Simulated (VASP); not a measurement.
# MgO (I4/mmm) in VASP: further runs, part 2 of 2

VASP 6.6.1.

## 5. Single point, PBEsol (strain +0.1125 x Voigt [1, 0, 0, 0, 0, 0])

INCAR

```
SYSTEM = MgO
ALGO = Normal
EDIFF = 1E-6
ENCUT = 520
GGA = PS
ISIF = 2
ISMEAR = 0
LASPH = .TRUE.
LCHARG = .TRUE.
LELF = .TRUE.
LREAL = .FALSE.
LVHAR = .TRUE.
LWAVE = .FALSE.
NBANDS = 11
NELM = 100
PREC = Accurate
SIGMA = 0.05
```

KPOINTS

```
k-points
0
G
  10 10 10
  0 0 0
```

POSCAR

```
MgO
1.0
    0.0000000000      2.1351500000      2.1351500000
    2.3753543750      0.0000000000      2.1351500000
    2.3753543750      2.1351500000      0.0000000000
Mg O
1 1
Direct
    0.0000000000      0.0000000000      0.0000000000
    0.5000000000      0.5000000000      0.5000000000
```

Potentials or basis: VASP PAW PBE potentials, release 64 (Mg, O).

On the command line:

```console
cat potpaw_PBE.64/Mg/POTCAR potpaw_PBE.64/O/POTCAR > POTCAR
mpirun -np 1 vasp_std > vasp.out
```

OUTCAR:

```text
SYSTEM = MgO
   EDIFF = 1E-6
   ENCUT = 520
   GGA = PS
   ISIF = 2
   ISMEAR = 0
   LASPH = .TRUE.
   LREAL = .FALSE.
   NELM = 100
   PREC = Accurate

 ion  position               nearest neighbor table
   1  0.000  0.000  0.000-   2 2.14   2 2.14   2 2.14   2 2.14   2 2.38   2 2.38
   2  0.500  0.500  0.500-   1 2.14   1 2.14   1 2.14   1 2.14   1 2.38   1 2.38

  LATTYP: Found a body centered tetragonal cell.
 ALAT       =     3.0195580877
 C/A-ratio  =     1.5733125881

  Lattice vectors:

 A1 = (   2.3753543750,   0.0000000000,   2.1351500000)
 A2 = (   2.3753543750,   0.0000000000,  -2.1351500000)
 A3 = (  -2.3753543750,   2.1351500000,   0.0000000000)

Analysis of symmetry for initial positions (statically):
=====================================================================
 Subroutine PRICEL returns:
 Original cell was already a primitive cell.

 Routine SETGRP: Setting up the symmetry group for a
 body centered tetragonal supercell.

 Subroutine GETGRP returns: Found 16 space group operations
 (whereof 16 operations were pure point group operations)
 out of a pool of 16 trial point group operations.

The static configuration has the point symmetry D_4h.

Analysis of symmetry for dynamics (positions and initial velocities):
=====================================================================
 Subroutine PRICEL returns:
 Original cell was already a primitive cell.

 Routine SETGRP: Setting up the symmetry group for a
 body centered tetragonal supercell.

 Subroutine GETGRP returns: Found 16 space group operations
 (whereof 16 operations were pure point group operations)
 out of a pool of 16 trial point group operations.

The dynamic configuration has the point symmetry D_4h.

 Subroutine INISYM returns: Found 16 space group operations
 (whereof 16 operations are pure point group operations),
 and found     1 'primitive' translations

----------------------------------------------------------------------------------------

[... 119 lines left out ...]
   AEXX    =    0.0000 exact exchange contribution
   IVDW    =     0    specifies the selected vdW correction
   LEPSILON=     F    determine dielectric tensor
   LRPA    =     F    only Hartree local field effects (RPA)
 non-spin polarized calculation
 Gauss-broadening in eV      SIGMA  =   0.05
  energy-cutoff  :      520.00
  volume of cell :       21.66
 maximum number of plane-waves:       612
   NGX = 11   NGY = 11   NGZ = 11

 number of electron       7.9999997 magnetization

 Free energy of the ion-electron system (eV)
  ---------------------------------------------------
  ext. energy  EPLUGINS =         0.00000000
  ---------------------------------------------------
  free energy    TOTEN  =       -12.29877724 eV

  energy without entropy =      -12.29877724  energy(sigma->0) =      -12.29877724

 E-fermi :   2.4369     XC(G=0): -10.5995

 val. band max:        2.1409042604   @ k =   0.0000   0.0000   0.0000
 cond. band min:       5.3418411885   @ k =   0.0000   0.0000   0.0000
 fundamental gap:      3.2009369281
 Fermi energy:         2.4369486043

 k-point     1 :       0.0000    0.0000    0.0000
  band No.  band energies     occupation
      1     -14.5026      2.00000
      2       1.9441      2.00000
      3       1.9441      2.00000
      4       2.1409      2.00000
      5       5.3418      0.00000
      6      16.2641      0.00000
      7      17.3097      0.00000
      8      17.3097      0.00000
      9      20.4586      0.00000
     10      20.6025      0.00000
     11      21.4420      0.00000
[... 309 lines left out ...]
 k-point    24 :       0.4000    0.3000    0.0000
  band No.  band energies     occupation
      1     -13.4849      2.00000
      2      -1.1450      2.00000
      3       0.6507      2.00000
      4       1.2054      2.00000
      5      10.1111      0.00000
      6      11.4210      0.00000
      7      14.5607      0.00000
      8      17.3329      0.00000
      9      18.7249      0.00000
     10      24.3203      0.00000
     11      26.4635      0.00000

 [... further k-points ...]

------------------------ aborting loop because EDIFF is reached ----------------------------------------

  FORCE on cell =-STRESS in cart. coord.  units (eV):
  Direction    XX          YY          ZZ          XY          YZ          ZX
  --------------------------------------------------------------------------------------
  -------------------------------------------------------------------------------------
  Total       -2.5901839     -1.8170941     -1.8170941      0.0000000      0.0000000     -0.0000000
  in kB     -191.6134552   -134.4227581   -134.4227581      0.0000000      0.0000000     -0.0000000
  external PRESSURE =    -153.4863238 kB  Pullay stress =       0.0000000 kB

 VOLUME and BASIS-vectors are now :
 -----------------------------------------------------------------------------
  energy-cutoff  :      520.00
  volume of cell :       21.66
      direct lattice vectors                 reciprocal lattice vectors
     0.000000000  2.135150000  2.135150000    -0.210494908  0.234175585  0.234175585
     2.375354375  0.000000000  2.135150000     0.210494908 -0.234175585  0.234175585
     2.375354375  2.135150000  0.000000000     0.210494908  0.234175585 -0.234175585

 POSITION                                       TOTAL-FORCE (eV/Angst)
 -----------------------------------------------------------------------------------
      0.00000      0.00000      0.00000         0.000000      0.000000     -0.000000
      2.37535      2.13515      2.13515        -0.000000     -0.000000      0.000000
 -----------------------------------------------------------------------------------
    total drift:                               -0.000000     -0.000000      0.000000

  FREE ENERGIE OF THE ION-ELECTRON SYSTEM (eV)
  ---------------------------------------------------
  free  energy   TOTEN  =       -12.2987772418 eV

  energy  without entropy=      -12.2987772418  energy(sigma->0) =      -12.29877724
```

OSZICAR:

```text
N       E                     dE             d eps       ncg     rms          rms(c)
DAV:   1     0.118701036695E+02    0.11870E+02   -0.44546E+03  2564   0.635E+02
DAV:   2    -0.131428874151E+02   -0.25013E+02   -0.24367E+02  2593   0.128E+02
DAV:   3    -0.137377318607E+02   -0.59484E+00   -0.59425E+00  2717   0.172E+01
DAV:   4    -0.137393359368E+02   -0.16041E-02   -0.16040E-02  2451   0.101E+00
DAV:   5    -0.137393415192E+02   -0.55824E-05   -0.55824E-05  2649   0.592E-02    0.671E+00
DAV:   6    -0.123527844074E+02    0.13866E+01   -0.90292E+00  2403   0.154E+01    0.250E+00
DAV:   7    -0.123164096267E+02    0.36375E-01   -0.10916E-01  2469   0.251E+00    0.135E+00
DAV:   8    -0.122994010979E+02    0.17009E-01   -0.37493E-02  2334   0.206E+00    0.280E-01
DAV:   9    -0.122989121697E+02    0.48893E-03   -0.60761E-04  2598   0.178E-01    0.166E-01
DAV:  10    -0.122987768492E+02    0.13532E-03   -0.51618E-04  2463   0.182E-01    0.823E-03
DAV:  11    -0.122987772418E+02   -0.39257E-06   -0.57948E-06  2514   0.144E-02
   1 F= -.12298777E+02 E0= -.12298777E+02  d E =-.168026E-19
```

Wall time 25 s (1 thread of Intel Xeon 8259CL, shared host); peak memory 0.15 GiB.

Results:

| Item | Value |
| --- | --- |
| Free energy | -12.2988 eV |
| Pressure | -15.3 GPa |
| Band gap on the k mesh | 3.20 eV, direct |

Caveat: the cell differs from its parent crystal (strain +0.1125 x Voigt [1, 0, 0, 0, 0, 0]); the PAW data sets were made with another functional, which shifts forces and pressure a little.

## 6. The runs side by side

| cell | gap on the mesh (eV) | pressure (GPa) |
| --- | --- | --- |
| a = 3.020, b = 2.802, c = 2.802 Å, angles 65.2, 57.4, 57.4°, 2 atoms | 5.50 | 38.9 |
| a = 3.020, b = 2.855, c = 2.855 Å, angles 63.9, 58.1, 58.1°, 2 atoms | 5.21 | 21.0 |
| a = 3.020, b = 2.909, c = 2.909 Å, angles 62.5, 58.7, 58.7°, 2 atoms | 4.89 | 8.5 |
| a = 3.020, b = 3.194, c = 3.194 Å, angles 56.4, 61.8, 61.8°, 2 atoms | 3.20 | -15.3 |

Alike in all rows: task single point; level PBEsol; potentials or basis VASP PAW PBE potentials, release 64 (Mg, O); no spin polarisation; k mesh 10 × 10 × 10; cutoff (eV) 520; smearing gaussian 0.05 eV.

Caveats: the PAW data sets were made with another functional, which shifts forces and pressure a little.

Absolute energies hang on the potentials; compare differences alone.
